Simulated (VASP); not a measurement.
Input of a VASP 6.6.1 run:

Contents of INCAR:

```
ALGO = Normal
EDIFF = 1E-6
ENCUT = 500
GGA = PE
GGA_COMPAT = False
ISIF = 2
ISMEAR = -1
LASPH = True
LCHARG = True
LELF = True
LREAL = False
LVHAR = True
LWAVE = False
NBANDS = 21
NELM = 120
PREC = Accurate
SIGMA = 0.05
```

KPOINTS

```
k-points
0
Gamma
  5 5 5
```

File POSCAR:

```
Ge
1.0
    0.0000000000      2.8862417199      2.8862417199
    2.8862417199      0.0000000000      2.8862417199
    2.8862417199      2.8862417199      0.0000000000
Ge
2
Direct
    0.5000000000      0.5000000000      0.5000000000
    0.7500000000      0.7500000000      0.7500000000
```

Potentials or basis: VASP PAW PBE potentials, release 64 (Ge_d).

Command:

```console
$ cat potpaw_PBE.64/Ge_d/POTCAR > POTCAR
$ mpirun -np 1 vasp_std > vasp.out
```

(1) Predict the band gap on the k mesh.

(2) Predict the pressure.

Results:

(1) zero (filled and empty bands touch).

(2) -0.1 GPa.

Caveat: the k points lie up to 0.38 Å⁻¹ apart; semilocal functionals underestimate gaps, and a narrow one can read as zero.
